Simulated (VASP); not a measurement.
Runs of VASP 6.6.1 on CuAu. The structure is that of space group P4/mmm (No. 123), or close to it. The cells are those of the table. 

```csv
task,level,potentials or basis,spin,cell,k mesh,cutoff (eV),smearing,dipole correction,grid for exact exchange (PRECFOCK),share of exact exchange,tolerance level,purpose,gap on the mesh (eV),pressure (GPa)
single point,r2SCAN,"VASP PAW PBE potentials, release 64 (Au_sv_GW, Cu_sv_GW)",off,"a = 2.773, b = 2.773, c = 3.635 Å, 2 atoms",9 × 9 × 7,770,fermi-dirac 0.05 eV,no,-,-,-,-,none,5.2
single point,PBE,"VASP PAW PBE potentials, release 64 (Au, Cu)",off,"a = 2.923, b = 2.811, c = 3.685 Å, 2 atoms",9 × 9 × 7,520,fermi-dirac 0.05 eV,no,-,-,-,-,none,-1.1
single point,PBE0,"VASP PAW PBE potentials, release 64 (Au, Cu)",off,"a = 2.826, b = 2.826, c = 3.692 Å, 2 atoms",5 × 5 × 4,520,fermi-dirac 0.05 eV,no,Normal,0.25,-,-,none,(c)
band structure,LDA,"VASP PAW LDA potentials, release 64 (Au, Cu)","non-collinear, zero start, SOC","a = 2.811, b = 2.811, c = 3.685 Å, 2 atoms",15 × 15 × 12,590,gaussian 0.04 eV,-,-,-,standard,bands,-,(b)
relaxation of the atoms,PBE,"VASP PAW PBE potentials, release 64 (Au, Cu)",off,"atoms relaxed from a = 2.923, b = 2.811, c = 3.685 Å, 2 atoms",9 × 9 × 7,520,fermi-dirac 0.05 eV,no,-,-,-,-,none,-1.2
single point,PBE0,"VASP PAW PBE potentials, release 64 (Au, Cu)",off,"a = 2.811, b = 2.811, c = 3.685 Å, 2 atoms",6 × 6 × 4,520,fermi-dirac 0.05 eV,no,Normal,0.25,-,-,none,3.0
single point,PBEsol-based global hybrid with 25 % exact exchange,"VASP PAW PBE potentials, release 64 (Au, Cu)",off,"a = 2.811, b = 2.811, c = 3.685 Å, 2 atoms",5 × 5 × 4,520,fermi-dirac 0.05 eV,no,Normal,0.25,-,-,none,-4.1
single point,r2SCAN0,"VASP PAW PBE potentials, release 64 (Au, Cu)",off,"a = 2.811, b = 2.811, c = 3.685 Å, 2 atoms",5 × 5 × 4,520,fermi-dirac 0.05 eV,no,Normal,0.25,-,-,none,-0.5
single point,B3LYP,"VASP PAW PBE potentials, release 64 (Au, Cu)",off,"a = 2.884, b = 2.884, c = 3.765 Å, 2 atoms",5 × 5 × 4,520,fermi-dirac 0.05 eV,no,Normal,0.2,-,-,none,(a)
single point,PBEsol-based screened hybrid with 25 % exact exchange,"VASP PAW PBE potentials, release 64 (Au, Cu)",off,"a = 2.811, b = 2.811, c = 3.685 Å, 2 atoms",5 × 5 × 4,520,fermi-dirac 0.05 eV,no,Normal,0.25,-,-,none,-3.6
single point,B3LYP,"VASP PAW PBE potentials, release 64 (Au, Cu)",off,"a = 2.811, b = 2.811, c = 3.685 Å, 2 atoms",5 × 5 × 4,520,fermi-dirac 0.05 eV,no,Normal,0.2,-,-,none,11.0
```

Question: Estimate the missing entries.

Answer: (a) 0.3; (b) -9.2; (c) -0.2.

Caveats: some runs use coarse meshes; spin-orbit coupling is left out, which moves the levels of the heavy elements (at least some runs); the PAW data sets were made with another functional, which shifts forces and pressure a little (at least some runs); the cell stands under pressure (at least some runs); the cell stands under tension (at least some runs); the relaxation stopped at its first step, so nothing moved (at least some runs).

A k mesh can miss the band edges, and rows without SOC leave out spin-orbit coupling on Au.

A gap of «none» marks levels without a gap at the run's occupations.

The runs don't all hold the same shells in valence.
